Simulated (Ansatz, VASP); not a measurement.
**CdSe: VASP beside Ansatz**

```
Cd Se
1.0
     0.00000    3.07027    3.07027
     3.07027    0.00000    3.07027
     3.07027    3.07027    0.00000
Cd Se
1 1
Direct
  0.00000 0.00000 0.00000
  0.25000 0.25000 0.25000
```

Alike in both runs: task single point; functional PBE; k mesh 8 × 8 × 8; occupations gaussian, width 0.013 eV; no spin polarisation.

|  | VASP | Ansatz |
| --- | --- | --- |
| version | VASP 6.6.1 | Ansatz 0.2.0 |
| potentials or method | VASP PAW PBE potentials, release 64 (Cd, Se), cutoff 520 eV | all-electron LAPW, scalar-relativistic |

Ansatz gave:

* gap on the k mesh at the Fermi level (eV): 0.55
* least direct gap on the mesh (eV): 0.55
* pressure (GPa): 1.3

Question: What did VASP give for the same quantities?

Answer: gap on the k mesh at the Fermi level (eV): 0.55; least direct gap on the mesh (eV): 0.55; pressure (GPa): 1.6.

Ansatz ran all-electron here, and VASP with PAW potentials.
